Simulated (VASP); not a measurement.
# MnO (P-6m2) in VASP: single point with r2SCAN+U

Aim: the single point of MnO with r2SCAN+U.

All numbers are computed with VASP 6.6.1; they aren't measurements. Logs are shortened: lines on timing, memory, paths and dates and some standing lists are left out, and cuts for length are marked.

**1. The cell of the first run**

It takes space group P-6m2 (No. 187, hexagonal). The conventional cell has a = 2.969 Å, b = 2.969 Å, c = 2.898 Å, α = 90.00°, β = 90.00°, γ = 120.00°. Within 3.0 Å of Mn (site symmetry -6m2) lie 6 O at 2.24 Å and 8 Mn at 2.90 to 2.97 Å. Within 3.0 Å of O (site symmetry -6m2) lie 6 Mn at 2.24 Å and 8 O at 2.90 to 2.97 Å.

**2. Single point, r2SCAN+U, collinear spin, ferromagnetic start**

POSCAR reads:

```
MnO
1.0
    2.9694859100      0.0000000000      0.0000000000
   -1.4847429600      2.5716502300      0.0000000000
    0.0000000000      0.0000000000      2.8980711300
Mn O
1 1
Direct
    0.0000000000      0.0000000000      0.0000000000
    0.6666666667      0.3333333333      0.5000000000
```

INCAR.step1 reads:

```
PREC = Accurate
ENCUT = 770
ISMEAR = 0
SIGMA = 0.05
LREAL = False
LASPH = True
NELM = 200
ISPIN = 2
MAGMOM = 5 0
LMAXMIX = 4
LDAU = True
LDAUTYPE = 2
LDAUL = 2 -1
LDAUU = 4 0
LDAUJ = 0 0
NBANDS = 22
GGA = PE
ALGO = Normal
EDIFF = 1E-5
LWAVE = True
LCHARG = False
GGA_COMPAT = False
```

INCAR.step2 reads:

```
PREC = Accurate
ENCUT = 770
EDIFF = 1E-6
ISMEAR = 0
SIGMA = 0.05
LREAL = False
LASPH = True
NELM = 200
ALGO = Normal
ISIF = 2
LWAVE = False
LCHARG = True
ISPIN = 2
MAGMOM = 5 0
LORBIT = 11
LMAXMIX = 4
LDAU = True
LDAUTYPE = 2
LDAUL = 2 -1
LDAUU = 4 0
LDAUJ = 0 0
LDAUPRINT = 1
METAGGA = R2SCAN
LMIXTAU = True
LELF = True
LVHAR = True
NBANDS = 22
ISTART = 1
GGA_COMPAT = False
```

KPOINTS reads:

```
regular mesh
0
Gamma
  7 7 7
```

Potentials or basis: VASP PAW PBE potentials, release 64 (Mn_sv, O).

Started as:

```console
$ cat potpaw_PBE.64/Mn_sv/POTCAR potpaw_PBE.64/O/POTCAR > POTCAR
$ cp INCAR.step1 INCAR
$ mpirun -np 1 vasp_std > vasp.out
$ cp INCAR.step2 INCAR
$ mpirun -np 1 vasp_std > vasp.out
```

OUTCAR:

```text
PREC = Accurate
   ENCUT = 770
   EDIFF = 1E-6
   ISMEAR = 0
   LREAL = False
   LASPH = True
   NELM = 200
   ISIF = 2
   ISPIN = 2
   LORBIT = 11
   METAGGA = R2SCAN
   ISTART = 1

 ion  position               nearest neighbor table
   1  0.000  0.000  0.000-   2 2.24   2 2.24   2 2.24   2 2.24   2 2.24   2 2.24
   2  0.667  0.333  0.500-   1 2.24   1 2.24   1 2.24   1 2.24   1 2.24   1 2.24

  LATTYP: Found a hexagonal cell.
 ALAT       =     2.9694859100
 C/A-ratio  =     0.9759504567

  Lattice vectors:

 A1 = (   2.9694859100,   0.0000000000,   0.0000000000)
 A2 = (  -1.4847429600,   2.5716502300,   0.0000000000)
 A3 = (   0.0000000000,   0.0000000000,   2.8980711300)

Analysis of symmetry for initial positions (statically):
=====================================================================
 Subroutine PRICEL returns:
 Original cell was already a primitive cell.

 Routine SETGRP: Setting up the symmetry group for a
 hexagonal supercell.

 Subroutine GETGRP returns: Found 12 space group operations
 (whereof 12 operations were pure point group operations)
 out of a pool of 24 trial point group operations.

The static configuration has the point symmetry D_3h.

Analysis of symmetry for dynamics (positions and initial velocities):
=====================================================================
 Subroutine PRICEL returns:
 Original cell was already a primitive cell.

 Routine SETGRP: Setting up the symmetry group for a
 hexagonal supercell.

 Subroutine GETGRP returns: Found 12 space group operations
 (whereof 12 operations were pure point group operations)
 out of a pool of 24 trial point group operations.

The dynamic configuration has the point symmetry D_3h.

Analysis of structural, dynamic, and magnetic symmetry:
=====================================================================
 Subroutine PRICEL returns:
 Original cell was already a primitive cell.

 Routine SETGRP: Setting up the symmetry group for a
 hexagonal supercell.

 Subroutine GETGRP returns: Found 12 space group operations
 (whereof 12 operations were pure point group operations)
 out of a pool of 24 trial point group operations.

The overall configuration has the point symmetry D_3h.

 Subroutine INISYM returns: Found 12 space group operations
 (whereof 12 operations are pure point group operations),
 and found     1 'primitive' translations

----------------------------------------------------------------------------------------

                                     Primitive cell

  volume of cell :      22.1311

  direct lattice vectors                    reciprocal lattice vectors
     2.969485910  0.000000000  0.000000000     0.336758628  0.194427685  0.000000000
    -1.484742960  2.571650230  0.000000000     0.000000000  0.388855369  0.000000000
     0.000000000  0.000000000  2.898071130     0.000000000  0.000000000  0.345057093

  length of vectors
     2.969485910  2.969485909  2.898071130     0.388855369  0.388855369  0.345057093

  position of ions in fractional coordinates (direct lattice)
     0.000000000  0.000000000  0.000000000
     0.666666667  0.333333333  0.500000000

  ion indices of the primitive-cell ions
   primitive index   ion index
                 1           1
                 2           2

----------------------------------------------------------------------------------------

 KPOINTS: regular mesh

Automatic generation of k-mesh.
 Grid dimensions read from file:
 generate k-points for:    7    7    7

[... 63 lines left out ...]
   EDIFF  = 0.1E-05   stopping-criterion for ELM
   LREAL  =      F    real-space projection
   EDIFFG = 0.1E-04   stopping-criterion for IOM
   NSW    =      0    number of steps for IOM
   IBRION =     -1    ionic relax: 0-MD 1-quasi-New 2-CG
   NFREE  =      0    steps in history (QN), initial steepest desc. (CG)
   ISIF   =      2    stress and relaxation
   ISYM   =      2    0-nonsym 1-usesym 2-fastsym
   POTIM  = 0.5000    time-step for ionic-motion
   TEBEG  =    0.0;   TEEND  =   0.0 temperature during run
   PSTRESS=    0.0 pullay stress
   NELECT =      21.0000    total number of electrons
   NUPDOWN=      -1.0000    fix difference up-down
   EMIN   =  10.00;   EMAX   =-10.00  energy-range for DOS
   EFERMI =   0.00;   METHOD = LEGACY
   ISMEAR =     0;   SIGMA  =   0.05  broadening in eV -4-tet -1-fermi 0-gaus
   EFERMI_NEDOS =   21; number of points for ismear=-14 and -15
   IALGO  =     38    algorithm
   IMIX   =      4    mixing-type and parameters
     AMIX     =   0.40;   BMIX     =  1.00
     AMIX_MAG =   1.60;   BMIX_MAG =  1.00
  volume/ion in A,a.u.               =      11.07        74.67
  Fermi-wavevector in a.u.,A,eV,Ry     =   1.608720  3.040040 35.211617  2.587981
  Thomas-Fermi vector in A             =   2.704545
   LORBIT       =     11    0 simple, 1 ext, 2 COOP (PROOUT), +10 PAW based schemes
 LDA+U is selected, type is set to LDAUTYPE =  2
   angular momentum for each species LDAUL =     2   -1
   U (eV)           for each species LDAUU =   4.0  0.0
   J (eV)           for each species LDAUJ =   0.0  0.0
   METAGGA = R2SCAN    functional components
   LHFCALC =     F    Hartree Fock is set to
   AEXX    =    0.0000 exact exchange contribution
   IVDW    =     0    specifies the selected vdW correction
   LEPSILON=     F    determine dielectric tensor
   LRPA    =     F    only Hartree local field effects (RPA)
 spin polarized calculation
 Gauss-broadening in eV      SIGMA  =   0.05
  energy-cutoff  :      770.00
  volume of cell :       22.13
 maximum number of plane-waves:      1089
 NGX is ok and might be reduce to    28
   NGX = 13   NGY = 13   NGZ = 13

atom =   1  type =  1  l = 2

 onsite density matrix

spin component  1

  0.9187  0.0000  0.0000 -0.0000 -0.0000
  0.0000  0.9463 -0.0000 -0.0000 -0.0000
  0.0000 -0.0000  0.9175  0.0000 -0.0000
 -0.0000 -0.0000  0.0000  0.9463 -0.0000
 -0.0000 -0.0000 -0.0000 -0.0000  0.9187

spin component  2

  0.0188  0.0000  0.0000  0.0000  0.0000
  0.0000  0.0392  0.0000 -0.0000  0.0000
  0.0000  0.0000  0.0119 -0.0000 -0.0000
  0.0000 -0.0000 -0.0000  0.0392 -0.0000
  0.0000  0.0000 -0.0000 -0.0000  0.0188

 occupancies and eigenvectors

  o =  0.0119  v =  0.0000  0.0000  0.0000  0.0000  0.0000  0.0000  0.0000 -1.0000 -0.0000 -0.0000      0.0000  0.0000  0.0000  0.0000  0.0000  0.0000  0.0000  0.0000  0.0000  0.0000
  o =  0.0188  v =  0.0000  0.0000  0.0000  0.0000  0.0000  0.1452 -0.0000  0.0000 -0.0000 -0.9894      0.0000  0.0000  0.0000  0.0000  0.0000  0.0000  0.0000  0.0000  0.0000  0.0000
  o =  0.0188  v =  0.0000  0.0000  0.0000  0.0000  0.0000  0.9894 -0.0000  0.0000 -0.0000  0.1452      0.0000  0.0000  0.0000  0.0000  0.0000  0.0000  0.0000  0.0000  0.0000  0.0000
  o =  0.0392  v =  0.0000  0.0000  0.0000  0.0000  0.0000  0.0000  0.9074  0.0000  0.4203 -0.0000      0.0000  0.0000  0.0000  0.0000  0.0000  0.0000  0.0000  0.0000  0.0000  0.0000
  o =  0.0392  v =  0.0000  0.0000  0.0000  0.0000  0.0000  0.0000 -0.4203 -0.0000  0.9074 -0.0000      0.0000  0.0000  0.0000  0.0000  0.0000  0.0000  0.0000  0.0000  0.0000  0.0000
  o =  0.9175  v = -0.0000  0.0000  1.0000 -0.0000  0.0000  0.0000  0.0000  0.0000  0.0000  0.0000      0.0000  0.0000  0.0000  0.0000  0.0000  0.0000  0.0000  0.0000  0.0000  0.0000
  o =  0.9187  v = -0.6794 -0.0000 -0.0000 -0.0000 -0.7338  0.0000  0.0000  0.0000  0.0000  0.0000      0.0000  0.0000  0.0000  0.0000  0.0000  0.0000  0.0000  0.0000  0.0000  0.0000
  o =  0.9187  v =  0.7338 -0.0000  0.0000 -0.0000 -0.6794  0.0000  0.0000  0.0000  0.0000  0.0000      0.0000  0.0000  0.0000  0.0000  0.0000  0.0000  0.0000  0.0000  0.0000  0.0000
  o =  0.9463  v = -0.0000 -0.9074  0.0000 -0.4203  0.0000  0.0000  0.0000  0.0000  0.0000  0.0000      0.0000  0.0000  0.0000  0.0000  0.0000  0.0000  0.0000  0.0000  0.0000  0.0000
  o =  0.9463  v = -0.0000 -0.4203  0.0000  0.9074  0.0000  0.0000  0.0000  0.0000  0.0000  0.0000      0.0000  0.0000  0.0000  0.0000  0.0000  0.0000  0.0000  0.0000  0.0000  0.0000

 number of electron      21.0000009 magnetization       5.0000004

 Free energy of the ion-electron system (eV)
  ---------------------------------------------------
  ext. energy  EPLUGINS =         0.00000000
  ---------------------------------------------------
  free energy    TOTEN  =       -23.01681297 eV

  energy without entropy =      -23.01681297  energy(sigma->0) =      -23.01681297

 E-fermi :   8.2170     XC(G=0): -12.4598

 val. band max:        7.6822603115   @ k =   0.2857   0.2857   0.0000
 cond. band min:       8.4406939913   @ k =   0.0000   0.0000   0.0000
 fundamental gap:      0.7584336798
 Fermi energy:         8.2170106780

 spin component 1

 k-point     1 :       0.0000    0.0000    0.0000
  band No.  band energies     occupation
      1     -76.5316      1.00000
      2     -44.0520      1.00000
      3     -44.0520      1.00000
      4     -43.9231      1.00000
      5     -11.9103      1.00000
      6       2.6911      1.00000
[... 1193 lines left out ...]
     21      38.3970      0.00000
     22      39.4753      0.00000

 [... further k-points ...]

------------------------ aborting loop because EDIFF is reached ----------------------------------------

  FORCE on cell =-STRESS in cart. coord.  units (eV):
  Direction    XX          YY          ZZ          XY          YZ          ZX
  --------------------------------------------------------------------------------------
  -------------------------------------------------------------------------------------
  Total        1.1698989      1.1698989     -1.9260745     -0.0000000     -0.0000000      0.0000000
  in kB       84.6947939     84.6947936   -139.4380978     -0.0000002     -0.0000000      0.0000000
  external PRESSURE =       9.9838299 kB  Pullay stress =       0.0000000 kB

 VOLUME and BASIS-vectors are now :
 -----------------------------------------------------------------------------
  energy-cutoff  :      770.00
  volume of cell :       22.13
      direct lattice vectors                 reciprocal lattice vectors
     2.969485910  0.000000000  0.000000000     0.336758628  0.194427685  0.000000000
    -1.484742960  2.571650230  0.000000000     0.000000000  0.388855369  0.000000000
     0.000000000  0.000000000  2.898071130     0.000000000  0.000000000  0.345057093

 POSITION                                       TOTAL-FORCE (eV/Angst)
 -----------------------------------------------------------------------------------
      0.00000      0.00000      0.00000         0.000000      0.000000      0.000000
      1.48474      0.85722      1.44904        -0.000000      0.000000      0.000000
 -----------------------------------------------------------------------------------
    total drift:                               -0.000000     -0.000000      0.000000

  FREE ENERGIE OF THE ION-ELECTRON SYSTEM (eV)
  ---------------------------------------------------
  free  energy   TOTEN  =       -23.0168129663 eV

  energy  without entropy=      -23.0168129663  energy(sigma->0) =      -23.01681297

 total charge

# of ion       s       p       d       tot
------------------------------------------
    1        2.112   6.023   4.752  12.888
    2        1.554   3.480   0.000   5.033
--------------------------------------------------
tot          3.666   9.503   4.752  17.921

 magnetization (x)

# of ion       s       p       d       tot
------------------------------------------
    1        0.025   0.018   4.501   4.544
    2        0.024   0.133   0.000   0.156
--------------------------------------------------
tot          0.049   0.150   4.501   4.700
```

Wall time 4.3 min (1 thread of Intel Xeon Platinum 8488C (Sapphire Rapids), shared host); peak memory 0.2 GiB.

Results:

```
Free energy                                           : -23.0168 eV
Pressure                                              : 1.0 GPa
Band gap on the k mesh                                : 0.76 eV (least direct gap 1.39 eV)
Net moment                                            : 5.00 μB per cell
Site moments                                          : Mn +4.54; O +0.16 μB
Valence electrons inside the program's atomic spheres : Mn 12.89; O 5.03
```

Eigenvalues of the final occupation matrices:
```csv
site,spin,trace,eigenvalues
site 1 d,1,4.65,0.92 0.92 0.92 0.95 0.95
site 1 d,2,0.13,0.01 0.02 0.02 0.04 0.04
```

Caveat: the stress differs along the axes, from -14 to 8 GPa; the PAW data sets were made with another functional, which shifts forces and pressure a little; a cell with one magnetic atom can't hold antiferromagnetic order, which such compounds often take.
